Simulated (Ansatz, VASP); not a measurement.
# AgGePt: VASP beside Ansatz

INCAR

```
ALGO = Normal ; EDIFF = 1E-6
ENCUT = 520 ; GGA = PE
ISIF = 2 ; ISMEAR = -1
IVDW = 13 ; LASPH = True
LCHARG = False ; LREAL = False
LWAVE = False ; NBANDS = 44
NELM = 100 ; PREC = Accurate
SIGMA = 0.1
```

KPOINTS

```
k-points
0
Gamma
  5 5 3
```

POSCAR

```
AgGePt
1.0
    2.0391220000      3.5318620000      0.0000000000
   -2.0391220000      3.5318620000      0.0000000000
    0.0000000000      0.0000000000      7.5071180000
Ag Ge Pt
2 2 2
Direct
    0.3333000000      0.3334000000      0.2500000000
    0.6666000000      0.6667000000      0.7500000000
    0.3333000000      0.3334000000      0.7500000000
    0.6666000000      0.6667000000      0.2500000000
    0.0000000000      0.0000000000      0.0000000000
    0.0000000000      0.0000000000      0.5000000000
```

Input for Ansatz:

```yaml
crystal:
  lattice:
    - [2.039122, 3.531862, 0.0]
    - [-2.039122, 3.531862, 0.0]
    - [0.0, 0.0, 7.507118]
  atoms:
    - { symbol: Ag, position: [0.3333, 0.3334, 0.25] }
    - { symbol: Ag, position: [0.6666, 0.6667, 0.75] }
    - { symbol: Ge, position: [0.3333, 0.3334, 0.75] }
    - { symbol: Ge, position: [0.6666, 0.6667, 0.25] }
    - { symbol: Pt, position: [0.0, 0.0, 0.0] }
    - { symbol: Pt, position: [0.0, 0.0, 0.5] }
  symmetry: { tolerance: 0.0003 }
kpoints:
  mp_grid: { grid: [5, 5, 3], shift: [0, 0, 0] }
magnetization:
  spin_polarized: false
scf:
  occupations: { method: fermi_dirac }
hamiltonian:
  pseudopotentials: { kind: paw }
  xc: pbe
  dispersion: d4
basis:
  ecutwfc: 420
output:
  forces: true
  stress: true
  eigenvalues: true
```

Alike in both runs: task single point; functional PBE; dispersion D4; k mesh 5 × 5 × 3; no spin polarisation.

```csv
,VASP,Ansatz
version,VASP 6.6.1,Ansatz 0.2.0
potentials or method,"VASP PAW PBE potentials, release 64 (Ag, Ge_d, Pt), cutoff 520 eV",PAW plane waves
occupations,"fermi-dirac, width 0.1 eV",fermi-dirac
valence electrons in the cell,70,102
```

Ansatz gave:

- gap on the k mesh at the Fermi level (eV): none
- pressure (GPa): -0.7
- traceless stress, the component that is largest in VASP (GPa): -16.85

Problem. Estimate VASP's values.

Solution. gap on the k mesh at the Fermi level (eV): none; pressure (GPa): -0.6; traceless stress, the component that is largest in VASP (GPa): -16.98.

A gap of «none» marks a metal or a gap that the smearing closes. VASP's potentials hold 70 valence electrons a cell and Ansatz's 102, so a difference there can come from the potentials and not from the codes. Ansatz's warnings: structure snapped to symmetry.

Spin-orbit coupling is off throughout.
